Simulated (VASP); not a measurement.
Set up this calculation in VASP 6.6.1, as the native input.

- Task: single point
- Functional: PBEsol
- Potentials or basis: VASP PAW PBE potentials, release 64 (C)
- Cutoff: 520 eV
- k mesh: 14 × 14 × 8
- Occupations: fermi-dirac, width 0.05 eV
- Spin: no spin polarisation
- Dipole correction: no
- Further INCAR settings: ALGO = Normal; EDIFF = 1e-06; NBANDS = 11

The structure of C lies in POSCAR:

```
C
1.0
    2.1825999366     -1.2602000569      0.0000000000
    2.1825999366      1.2602000569      0.0000000000
   -1.4149055377      0.0000000000      3.5938531093
C
2
Direct
    0.8333555300      0.8333555300      0.0000930400
    0.1666444700      0.1666444700      0.9999069600
```

One way to write it, as run:

INCAR

```
SYSTEM = C
  PREC = Accurate
  ENCUT = 520
  EDIFF = 1E-6
  ISMEAR = -1
  SIGMA = 0.05
  LREAL = .False.
  LASPH = .True.
  NELM = 100
  ALGO = Normal
  ISIF = 2
  LWAVE = .False.
  LCHARG = .False.
  GGA = PS
  NBANDS = 11
```

KPOINTS

```
regular mesh
0
Gamma
  14 14 8
  0 0 0
```

Potentials or basis: VASP PAW PBE potentials, release 64 (C).

Run with:

```sh
$ cat potpaw_PBE.64/C/POTCAR > POTCAR
$ mpirun -np 1 vasp_std > vasp.out
```

It gave:

The pressure is -16.8 GPa and the largest force is 0.006 eV/Å. The band gap on the k mesh is 0.76 eV, indirect (least direct gap 0.78 eV).

Caveat: the PAW data sets were made with another functional, which shifts forces and pressure a little; this functional lacks dispersion, which binds the layers, so the pressure and a relaxed spacing across them are unreliable.

It took 68 s on 1 thread of AMD EPYC 7R13 Processor (Zen 3), with other jobs on the host, peak memory 0.15 GiB.
